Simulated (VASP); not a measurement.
Wanted: the native input for a VASP 6.6.1 run.

```
Task                   : single point
Functional             : PBE
Potentials or basis    : VASP PAW PBE potentials, release 64 (In_d, Sb, As)
Cutoff                 : 520 eV
k mesh                 : 4 × 4 × 2
Occupations            : gaussian, width 0.1 eV
Spin                   : no spin polarisation
Dipole correction      : no
Further INCAR settings : ALGO = Normal; EDIFF = 1e-06; NBANDS = 46
```

The structure of In4Sb3As lies in POSCAR:

```
In4Sb3As
1.0
    4.6166896000      0.0000000000      0.0000000000
    0.0000000000      4.6166896000      0.0000000000
    0.0000000000      0.0000000000     13.0296060000
In Sb As
4 3 1
Direct
    0.5000000000      0.0000000000      0.6293160000
    0.0000000000      0.5000000000      0.8873080000
    0.5000000000      0.0000000000      0.1126920000
    0.0000000000      0.5000000000      0.3706840000
    0.5000000000      0.5000000000      0.2417660000
    0.0000000000      0.0000000000      0.5000000000
    0.5000000000      0.5000000000      0.7582340000
    0.0000000000      0.0000000000      0.0000000000
```

The input as run:

INCAR

```
SYSTEM = In4Sb3As
PREC = Accurate ; ENCUT = 520
EDIFF = 1E-6 ; ISMEAR = 0
SIGMA = 0.1 ; LREAL = .FALSE.
LASPH = .TRUE. ; NELM = 60
ALGO = Normal ; ISIF = 2
LWAVE = .FALSE. ; LCHARG = .TRUE.
GGA = PE ; LELF = .TRUE.
LVHAR = .TRUE. ; NBANDS = 46
```

KPOINTS

```
regular mesh
0
G
  4 4 2
  0 0 0
```

Potentials or basis: VASP PAW PBE potentials, release 64 (In_d, Sb, As).

Command:

```bash
$ cat potpaw_PBE.64/In_d/POTCAR potpaw_PBE.64/Sb/POTCAR potpaw_PBE.64/As/POTCAR > POTCAR
$ mpirun -np 1 vasp_std > vasp.out
```

Results of the run:

```
Pressure               : 0.1 GPa
Largest force          : 0.009 eV/Å
Band gap on the k mesh : zero (filled and empty bands touch)
```

Caveat: spin-orbit coupling is left out, which moves the levels of the heavy elements.

Run time: 98 s on 1 thread of Intel(R) Xeon(R) 6975P-C (Granite Rapids) (shared host), peak memory 0.42 GiB.
